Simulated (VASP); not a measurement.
Set up this calculation in VASP 6.6.1, as the native input.

```yaml
Task: relaxation of cell and atoms
Functional: LDA
Potentials_or_basis: VASP PAW LDA potentials, release 64 (Mg, O)
Cutoff: 600 eV
k_mesh: 10 × 10 × 10
Occupations: gaussian, width 0.02 eV
Spin: no spin polarisation
Dipole_correction: no
Further_INCAR_settings: ALGO = Normal; EDIFF = 1e-06; IBRION = 2; EDIFFG = -0.005; NSW = 100; ISIF = 3
```

The structure of MgO (Periclase) lies in POSCAR:

```
MgO
1.0
    0.0000000000      2.1085000000      2.1085000000
    2.1085000000      0.0000000000      2.1085000000
    2.1085000000      2.1085000000      0.0000000000
Mg O
1 1
Direct
    0.0000000000      0.0000000000      0.0000000000
    0.5000000000      0.5000000000      0.5000000000
```

These files were run (other wordings do the same):

INCAR

```
PREC = Accurate
ENCUT = 600
EDIFF = 1E-6
ISMEAR = 0
SIGMA = 0.02
LREAL = F
LASPH = T
NELM = 100
ALGO = Normal
ISIF = 3
LWAVE = F
LCHARG = F
GGA = CA
IBRION = 2
NSW = 100
EDIFFG = -0.005
```

KPOINTS

```
Automatic mesh
0
Gamma
  10 10 10
```

Potentials or basis: VASP PAW LDA potentials, release 64 (Mg, O).

The run is started by

```bash
$ cat potpaw_LDA.64/Mg/POTCAR potpaw_LDA.64/O/POTCAR > POTCAR
$ mpirun -np 1 vasp_std > vasp.out
```

It gave:

The relaxed volume is 8.89 Å³/atom, the relaxed cell is a = 2.930 Å, b = 2.930 Å, c = 2.930 Å, α = 60.00°, β = 60.00°, γ = 60.00° and the space group after relaxing (to 0.05 Å) is Fm-3m (No. 225). The energy gained by relaxing is 13.4 meV/atom. The ionic steps are 3 and the pressure after relaxing is 0.0 GPa. The band gap on the k mesh is 5.16 eV, direct.

Wall time 12 s on 1 thread of Intel(R) Xeon(R) Platinum 8259CL CPU @ 2.50GHz (Skylake/Cascade Lake), on a shared host, peak memory 0.14 GiB.
